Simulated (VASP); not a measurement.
Si63C (a cell with a defect): single point with PBEsol

System: Si63C (a cell with a defect).

```
Si C
1.0
    10.86558    0.00000    0.00000
     0.00000   10.86558    0.00000
     0.00000    0.00000   10.86558
Si C
63 1
Direct
  0.99969 0.00021 0.99984
  0.99975 0.00032 0.49971
  0.99976 0.50011 0.99993
  0.99986 0.50022 0.49983
  0.49953 0.00032 0.99990
  0.49966 0.00035 0.49982
  0.49966 0.50022 0.99998
  0.12470 0.12520 0.12487
  0.12777 0.12827 0.62484
  0.12777 0.62523 0.12792
  0.12516 0.62566 0.62533
  0.62466 0.12827 0.12790
  0.62513 0.12563 0.62534
  0.62511 0.62565 0.12533
  0.60641 0.60698 0.60660
  0.24978 0.25031 0.99933
  0.25555 0.25607 0.50012
  0.24985 0.75025 0.00018
  0.25586 0.74409 0.50030
  0.74970 0.25037 0.00019
  0.74351 0.25640 0.50035
  0.74957 0.75010 0.99933
  0.74333 0.74384 0.49921
  0.37467 0.37519 0.12545
  0.39284 0.39342 0.60723
  0.37523 0.87233 0.12792
  0.37471 0.87517 0.62512
  0.87182 0.37572 0.12794
  0.87471 0.37520 0.62512
  0.87492 0.87544 0.12481
  0.87203 0.87252 0.62421
  0.24979 0.99964 0.24993
  0.24988 0.00056 0.74986
  0.25560 0.50053 0.25570
  0.25586 0.50063 0.74375
  0.74971 0.00057 0.24999
  0.74960 0.99963 0.74976
  0.74358 0.50065 0.25600
  0.74333 0.49955 0.74345
  0.37463 0.12581 0.37479
  0.37520 0.12835 0.87194
  0.39295 0.60755 0.39311
  0.37465 0.62549 0.87484
  0.87177 0.12836 0.37537
  0.87491 0.12517 0.87508
  0.87468 0.62549 0.37482
  0.87199 0.62460 0.87216
  0.99918 0.25033 0.24997
  0.00004 0.25035 0.74989
  0.00003 0.75024 0.25000
  0.99915 0.75012 0.74977
  0.49996 0.25607 0.25570
  0.50017 0.25643 0.74372
  0.50013 0.74411 0.25604
  0.49905 0.74385 0.74353
  0.12535 0.37522 0.37481
  0.12778 0.37574 0.87200
  0.12778 0.87233 0.37538
  0.12468 0.87546 0.87507
  0.60706 0.39342 0.39298
  0.62498 0.37524 0.87485
  0.62497 0.87520 0.37484
  0.62404 0.87253 0.87219
  0.49912 0.49966 0.49930
```

```json
{"Program": "VASP 6.6.1", "Task": "single point", "Functional": "PBEsol", "Potentials or basis": "VASP PAW PBE potentials, release 64 (Si, C)", "Cutoff": "520 eV", "k mesh": "1 × 1 × 1, shifted", "Occupations": "fermi-dirac, width 0.05 eV", "Spin": "no spin polarisation", "Dipole correction": "no", "Mended": "yes", "Further INCAR settings": "LREAL = Auto; ALGO = Normal; EDIFF = 1e-06; NBANDS = 166; ISYM = -1"}
```

```
Pressure               : -1.7 GPa
Largest force          : 0.013 eV/Å
Band gap on the k mesh : 1.00 eV
```

Forces on the atoms (eV/Å):
```
Si  -0.003  0.003  0.000
Si   0.000  0.002 -0.003
Si  -0.004  0.002 -0.001
Si  -0.002  0.002 -0.003
Si  -0.002  0.002  0.001
Si  -0.001  0.003 -0.001
Si  -0.002  0.001  0.001
Si   0.003  0.000  0.002
Si   0.000  0.000 -0.002
Si   0.001 -0.004  0.001
Si  -0.002 -0.004 -0.003
Si   0.000  0.000  0.001
Si  -0.002 -0.001 -0.005
Si   0.000 -0.004 -0.002
Si   0.003 -0.004  0.001
Si   0.000  0.003  0.000
Si   0.000  0.001  0.002
Si  -0.001  0.004  0.003
Si   0.003 -0.002  0.001
Si  -0.001  0.004  0.001
Si   0.005 -0.002 -0.003
Si  -0.001  0.001 -0.001
Si  -0.001  0.001  0.000
Si   0.003 -0.002 -0.003
Si   0.007  0.001 -0.005
Si   0.000 -0.001  0.002
Si   0.002  0.001 -0.002
Si   0.000 -0.001  0.000
Si   0.004 -0.001 -0.003
Si   0.000 -0.005  0.002
Si   0.000 -0.001  0.001
Si  -0.002 -0.002  0.001
Si   0.000  0.002 -0.001
Si   0.000  0.001  0.002
Si   0.000  0.004  0.000
Si  -0.001  0.002  0.002
Si  -0.002  0.000 -0.001
Si   0.001  0.002  0.000
Si   0.002  0.003  0.002
Si   0.003  0.002  0.002
Si   0.001  0.002 -0.001
Si  -0.006  0.006 -0.004
Si   0.004 -0.005  0.002
Si   0.000  0.002  0.001
Si   0.001  0.000 -0.002
Si   0.003 -0.006  0.004
Si  -0.001 -0.003 -0.001
Si   0.001  0.002  0.001
Si   0.000  0.007 -0.001
Si   0.000  0.007  0.002
Si   0.000  0.000 -0.002
Si   0.001 -0.001  0.001
Si  -0.002 -0.001  0.002
Si   0.002 -0.002  0.002
Si  -0.001 -0.001 -0.002
Si  -0.005 -0.003  0.002
Si   0.000 -0.002  0.000
Si   0.001  0.000  0.001
Si   0.004 -0.005 -0.002
Si  -0.006  0.002  0.011
Si  -0.001 -0.003  0.002
Si   0.000  0.000  0.001
Si   0.002 -0.001 -0.001
C   -0.006 -0.007 -0.007
```

Stress tensor (GPa, compression positive):
```
-1.65 -1.11 -1.11
-1.11 -1.66 -1.11
-1.11 -1.11 -1.65
```

Levels at points of the mesh, in eV from the valence-band top:
```csv
k point,band 125,band 126,band 127,band 128,band 129,band 130,band 131,band 132
"(0.25, 0.25, 0.25)",-0.52,-0.42,0.00,0.00,1.00,1.05,1.05,1.43
```

It took 6.1 min on 1 thread of Intel(R) Xeon(R) Platinum 8488C (Sapphire Rapids), on a shared host, peak memory 1.1 GiB.

Caveat: the PAW data sets were made with another functional, which shifts forces and pressure a little.
